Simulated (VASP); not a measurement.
# Al (Fm-3m) in VASP: notebook

Runs on Al. Level: PBE. Tasks: electric field gradients.

Program: VASP 6.6.1. These are calculated values, not measurements. Logs are shortened: lines on timing, memory, paths and dates and some standing lists are left out, and cuts for length are marked.

## (1) The cell of the first run

The structure is cubic, space group Fm-3m (No. 225). The conventional cell has a = 4.034 Å, b = 4.034 Å, c = 4.034 Å, α = 90.00°, β = 90.00°, γ = 90.00°. Within 3.8 Å of Al (site symmetry m-3m) lie 12 Al at 2.85 Å.

## (2) Electric field gradients, PBE (volume scaled by 0.99)

INCAR reads:

```
SYSTEM = Al
PREC = Accurate ; ENCUT = 520
EDIFF = 1E-8 ; ISMEAR = -1
SIGMA = 0.05 ; LREAL = .FALSE.
LASPH = .TRUE. ; NELM = 100
ALGO = Normal ; ISIF = 2
LWAVE = .FALSE. ; LCHARG = .FALSE.
GGA = PE ; LEFG = .TRUE.
NBANDS = 8
```

KPOINTS reads:

```
regular mesh
0
G
  14 14 14
  0 0 0
```

POSCAR reads:

```
Al
1.0
    0.0000000000      2.0172107856      2.0172107856
    2.0172107856      0.0000000000      2.0172107856
    2.0172107856      2.0172107856      0.0000000000
Al
1
Direct
    0.0000000000      0.0000000000      0.0000000000
```

Potentials or basis: VASP PAW PBE potentials, release 64 (Al).

Command:

```console
cat potpaw_PBE.64/Al/POTCAR > POTCAR
mpirun -np 1 vasp_std > vasp.out
```

OUTCAR:

```text
SYSTEM = Al
   PREC = Accurate
   ENCUT = 520
   EDIFF = 1E-8
   ISMEAR = -1
   LREAL = .FALSE.
   LASPH = .TRUE.
   NELM = 100
   ISIF = 2
   GGA = PE

 ion  position               nearest neighbor table
   1  0.000  0.000  0.000-

  LATTYP: Found a face centered cubic cell.
 ALAT       =     4.0344215712

  Lattice vectors:

 A1 = (   0.0000000000,   2.0172107856,   2.0172107856)
 A2 = (   2.0172107856,   0.0000000000,   2.0172107856)
 A3 = (   2.0172107856,   2.0172107856,   0.0000000000)

Analysis of symmetry for initial positions (statically):
=====================================================================
 Subroutine PRICEL returns:
 Original cell was already a primitive cell.

 Routine SETGRP: Setting up the symmetry group for a
 face centered cubic supercell.

 Subroutine GETGRP returns: Found 48 space group operations
 (whereof 48 operations were pure point group operations)
 out of a pool of 48 trial point group operations.

The static configuration has the point symmetry O_h .

Analysis of symmetry for dynamics (positions and initial velocities):
=====================================================================
 Subroutine PRICEL returns:
 Original cell was already a primitive cell.

 Routine SETGRP: Setting up the symmetry group for a
 face centered cubic supercell.

 Subroutine GETGRP returns: Found 48 space group operations
 (whereof 48 operations were pure point group operations)
 out of a pool of 48 trial point group operations.

The dynamic configuration has the point symmetry O_h .

 Subroutine INISYM returns: Found 48 space group operations
 (whereof 48 operations are pure point group operations),
 and found     1 'primitive' translations

----------------------------------------------------------------------------------------

                                     Primitive cell

  volume of cell :      16.4166

  direct lattice vectors                    reciprocal lattice vectors
     0.000000000  2.017210786  2.017210786    -0.247867007  0.247867007  0.247867007
     2.017210786  0.000000000  2.017210786     0.247867007 -0.247867007  0.247867007
     2.017210786  2.017210786  0.000000000     0.247867007  0.247867007 -0.247867007

  length of vectors
     2.852766851  2.852766851  2.852766851     0.429318250  0.429318250  0.429318250

  position of ions in fractional coordinates (direct lattice)
     0.000000000  0.000000000  0.000000000

  ion indices of the primitive-cell ions
   primitive index   ion index
                 1           1

----------------------------------------------------------------------------------------

 KPOINTS: regular mesh

Automatic generation of k-mesh.
 Grid dimensions read from file:
 generate k-points for:   14   14   14

 Generating k-lattice:

  Cartesian coordinates                     Fractional coordinates (reciprocal lattice)
    -0.017704786  0.017704786  0.017704786     0.071428571  0.000000000  0.000000000
     0.017704786 -0.017704786  0.017704786     0.000000000  0.071428571  0.000000000
     0.017704786  0.017704786 -0.017704786     0.000000000  0.000000000  0.071428571

  Length of vectors
     0.030665589  0.030665589  0.030665589

  Shift w.r.t. Gamma in fractional coordinates (k-lattice)
     0.000000000  0.000000000  0.000000000

 Subroutine IBZKPT returns following result:
 ===========================================

 Found    104 irreducible k-points:

 Following reciprocal coordinates:
            Coordinates               Weight
  0.000000  0.000000  0.000000      1.000000
  0.071429  0.000000  0.000000      8.000000
  0.142857  0.000000  0.000000      8.000000
  0.214286  0.000000  0.000000      8.000000
  0.285714  0.000000  0.000000      8.000000
  0.357143  0.000000  0.000000      8.000000
[... 16 lines left out ...]
  0.214286  0.142857  0.000000     24.000000
  0.285714  0.142857  0.000000     24.000000
 [... further k-points ...]
   k-points           NKPTS =    104   k-points in BZ     NKDIM =    104   number of bands    NBANDS=      8
   number of dos      NEDOS =    301   number of ions     NIONS =      1
   total plane-waves  NPLWV =  13824
   dimension x,y,z NGX =    24 NGY =   24 NGZ =   24
   dimension x,y,z NGXF=    48 NGYF=   48 NGZF=   48
   ions per type =               1
   NGX,Y,Z   is equivalent  to a cutoff of  13.99, 13.99, 13.99 a.u.
   NGXF,Y,Z  is equivalent  to a cutoff of  27.97, 27.97, 27.97 a.u.
 SYSTEM =  Al
   PREC   = accura    normal or accurate (medium, high low for compatibility)
   ISTART =      0    job   : 0-new  1-cont  2-samecut
   ICHARG =      2    charge: 1-file 2-atom 10-const
   ISPIN  =      1    spin polarized calculation?
   LNONCOLLINEAR =      F non collinear calculations
   LSORBIT =      F    spin-orbit coupling
   LASPH  =      T    aspherical Exc in radial PAW
   ENCUT  =  520.0 eV  38.22 Ry    6.18 a.u.   5.30  5.30  5.30*2*pi/ulx,y,z
   NELM   =    100;   NELMIN=  2; NELMDL= -5     # of ELM steps
   EDIFF  = 0.1E-07   stopping-criterion for ELM
   LREAL  =      F    real-space projection
   EDIFFG = 0.1E-06   stopping-criterion for IOM
   NSW    =      0    number of steps for IOM
   IBRION =     -1    ionic relax: 0-MD 1-quasi-New 2-CG
   NFREE  =      0    steps in history (QN), initial steepest desc. (CG)
   ISIF   =      2    stress and relaxation
   ISYM   =      2    0-nonsym 1-usesym 2-fastsym
   POTIM  = 0.5000    time-step for ionic-motion
   TEBEG  =    0.0;   TEEND  =   0.0 temperature during run
   PSTRESS=    0.0 pullay stress
   NELECT =       3.0000    total number of electrons
   NUPDOWN=      -1.0000    fix difference up-down
   EMIN   =  10.00;   EMAX   =-10.00  energy-range for DOS
   EFERMI =   0.00;   METHOD = LEGACY
   ISMEAR =    -1;   SIGMA  =   0.05  broadening in eV -4-tet -1-fermi 0-gaus
   EFERMI_NEDOS =   21; number of points for ismear=-14 and -15
   IALGO  =     38    algorithm
   IMIX   =      4    mixing-type and parameters
     AMIX     =   0.40;   BMIX     =  1.00
     AMIX_MAG =   1.60;   BMIX_MAG =  1.00
  volume/ion in A,a.u.               =      16.42       110.78
  Fermi-wavevector in a.u.,A,eV,Ry     =   0.929011  1.755575 11.742652  0.863061
  Thomas-Fermi vector in A             =   2.055248
   LORBIT       =      0    0 simple, 1 ext, 2 COOP (PROOUT), +10 PAW based schemes
   GGA     = PE    functional components
   LHFCALC =     F    Hartree Fock is set to
   AEXX    =    0.0000 exact exchange contribution
   IVDW    =     0    specifies the selected vdW correction
   LEPSILON=     F    determine dielectric tensor
   LRPA    =     F    only Hartree local field effects (RPA)
 non-spin polarized calculation
  energy-cutoff  :      520.00
  volume of cell :       16.42
 maximum number of plane-waves:       459
 NGX is ok and might be reduce to    24
   NGX = 11   NGY = 11   NGZ = 11

 number of electron       3.0000000 magnetization

 Free energy of the ion-electron system (eV)
  ---------------------------------------------------
  ext. energy  EPLUGINS =         0.00000000
  ---------------------------------------------------
  free energy    TOTEN  =        -3.74022450 eV

  energy without entropy =       -3.73611485  energy(sigma->0) =       -3.73816968

 E-fermi :   8.0224     XC(G=0): -10.2154

 val. band max:        8.0100131870   @ k =  -0.3571   0.4286   0.2143
 cond. band min:       8.0648049799   @ k =   0.5000   0.2857   0.0000
 fundamental gap:      0.0547917928
 Fermi energy:         8.0223773115

 k-point     1 :       0.0000    0.0000    0.0000
  band No.  band energies     occupation
      1      -3.1169      2.00000
      2      20.6998      0.00000
      3      20.6998      0.00000
      4      20.6998      0.00000
      5      22.2295      0.00000
      6      22.2295      0.00000
      7      22.2295      0.00000
      8      24.5551      0.00000

 k-point     2 :       0.0714    0.0000    0.0000
  band No.  band energies     occupation
      1      -2.9777      2.00000
      2      18.5623      0.00000
      3      20.2481      0.00000
      4      20.2481      0.00000
      5      22.8631      0.00000
      6      22.8966      0.00000
      7      22.8966      0.00000
      8      25.9616      0.00000

 k-point     3 :       0.1429    0.0000    0.0000
  band No.  band energies     occupation
      1      -2.5611      2.00000
      2      15.6688      0.00000
      3      19.6165      0.00000
      4      19.6165      0.00000
      5      22.7686      0.00000
      6      24.0248      0.00000
      7      24.0248      0.00000
      8      25.4890      0.00000

 k-point     4 :       0.2143    0.0000    0.0000
  band No.  band energies     occupation
      1      -1.8694      2.00000
      2      12.8501      0.00000
      3      19.1505      0.00000
      4      19.1505      0.00000
      5      22.5390      0.00000
      6      23.5055      0.00000
      7      23.5055      0.00000
      8      26.1386      0.00000

 k-point     5 :       0.2857    0.0000    0.0000
  band No.  band energies     occupation
      1      -0.9068      2.00000
      2      10.2023      0.00000
      3      18.8997      0.00000
      4      18.8997      0.00000
      5      22.2297      0.00000
      6      22.2297      0.00000
      7      22.4118      0.00000
      8      26.2401      0.00000

 k-point     6 :       0.3571    0.0000    0.0000
  band No.  band energies     occupation
      1       0.3216      2.00000
      2       7.7597      1.98959
      3      18.8763      0.00000
      4      18.8763      0.00000
      5      21.1074      0.00000
      6      21.1074      0.00000
      7      22.4748      0.00000
      8      25.0707      0.00000

 k-point     7 :       0.4286    0.0000    0.0000
  band No.  band energies     occupation
      1       1.8084      2.00000
      2       5.5413      2.00000
      3      19.0845      0.00000
      4      19.0845      0.00000
      5      20.2019      0.00000
      6      20.2019      0.00000
      7      22.7647      0.00000
      8      24.0841      0.00000
[... 133 lines left out ...]
 k-point    20 :      -0.1429    0.0714    0.0000
  band No.  band energies     occupation
      1      -2.2379      2.00000
      2      14.7645      0.00000
      3      17.2728      0.00000
      4      20.9250      0.00000
      5      22.9166      0.00000
      6      23.4625      0.00000
      7      24.0266      0.00000
      8      24.7356      0.00000

 k-point    21 :      -0.0714    0.0714    0.0000
  band No.  band energies     occupation
      1      -2.7461      2.00000
      2      17.3429      0.00000
      3      18.1914      0.00000
      4      21.0607      0.00000
      5      22.4526      0.00000
      6      23.3568      0.00000
      7      24.1565      0.00000
      8      25.1542      0.00000

 k-point    22 :       0.1429    0.1429    0.0000
  band No.  band energies     occupation
      1      -2.3763      2.00000
      2      17.6007      0.00000
      3      17.6007      0.00000
      4      17.7897      0.00000
      5      20.7952      0.00000
      6      21.7972      0.00000
      7      26.3712      0.00000
      8      26.3712      0.00000

 k-point    23 :       0.2143    0.1429    0.0000
  band No.  band energies     occupation
      1      -1.8694      2.00000
      2      15.0375      0.00000
      3      16.9387      0.00000
      4      18.1682      0.00000
      5      20.0053      0.00000
      6      21.0177      0.00000
      7      26.8740      0.00000
      8      27.1853      0.00000

 k-point    24 :       0.2857    0.1429    0.0000
  band No.  band energies     occupation
      1      -1.0897      2.00000
      2      12.3475      0.00000
      3      16.5121      0.00000
      4      18.0354      0.00000
      5      18.4797      0.00000
      6      22.3725      0.00000
      7      26.2966      0.00000
      8      26.8704      0.00000

 [... further k-points ...]
[... 5 lines left out ...]
  --------------------------------------------------------------------------------------
  -------------------------------------------------------------------------------------
  Total        0.0128209      0.0128209      0.0128209      0.0000000     -0.0000000      0.0000000
  in kB        1.2512577      1.2512577      1.2512577      0.0000000     -0.0000000      0.0000000
  external PRESSURE =       1.2512577 kB  Pullay stress =       0.0000000 kB

 VOLUME and BASIS-vectors are now :
 -----------------------------------------------------------------------------
  energy-cutoff  :      520.00
  volume of cell :       16.42
      direct lattice vectors                 reciprocal lattice vectors
     0.000000000  2.017210786  2.017210786    -0.247867007  0.247867007  0.247867007
     2.017210786  0.000000000  2.017210786     0.247867007 -0.247867007  0.247867007
     2.017210786  2.017210786  0.000000000     0.247867007  0.247867007 -0.247867007

 POSITION                                       TOTAL-FORCE (eV/Angst)
 -----------------------------------------------------------------------------------
      0.00000      0.00000      0.00000         0.000000      0.000000      0.000000
 -----------------------------------------------------------------------------------
    total drift:                               -0.000000      0.000000      0.000000

  FREE ENERGIE OF THE ION-ELECTRON SYSTEM (eV)
  ---------------------------------------------------
  free  energy   TOTEN  =        -3.7402245026 eV

  energy  without entropy=       -3.7361148520  energy(sigma->0) =       -3.73816968

 Electric field gradients (V/A^2)
---------------------------------------------------------------------
 ion       V_xx      V_yy      V_zz      V_xy      V_xz      V_yz
---------------------------------------------------------------------
   1      -0.000    -0.000    -0.000     0.000     0.000     0.000
---------------------------------------------------------------------

 Electric field gradients after diagonalization (V/A^2)
 (convention: |V_zz| > |V_xx| > |V_yy|)
----------------------------------------------------------------------
 ion       V_xx      V_yy      V_zz     asymmetry (V_yy - V_xx)/ V_zz
----------------------------------------------------------------------
   1      -0.000    -0.000     0.000       0.000
----------------------------------------------------------------------

           NMR quadrupolar parameters

 Cq : quadrupolar parameter    Cq=e*Q*V_zz/h
 eta: asymmetry parameters     (V_yy - V_xx)/ V_zz
 Q  : nuclear electric quadrupole moment in mb (millibarn)
----------------------------------------------------------------------
 ion       Cq(MHz)       eta       Q (mb)
----------------------------------------------------------------------
   1       0.000       0.000       1.000
----------------------------------------------------------------------
```

Run time: 11 s. Hardware: 1 thread of Intel Xeon 6975P-C, shared host; peak memory 0.14 GiB.

What came out:

* Free energy: -3.7402 eV
* Pressure: 0.1 GPa

Caveat: without QUAD_EFG the Cq values of the log hold for a quadrupole moment of 1 mb, not for the nuclei.

(Part 1 of 2 ends here.)
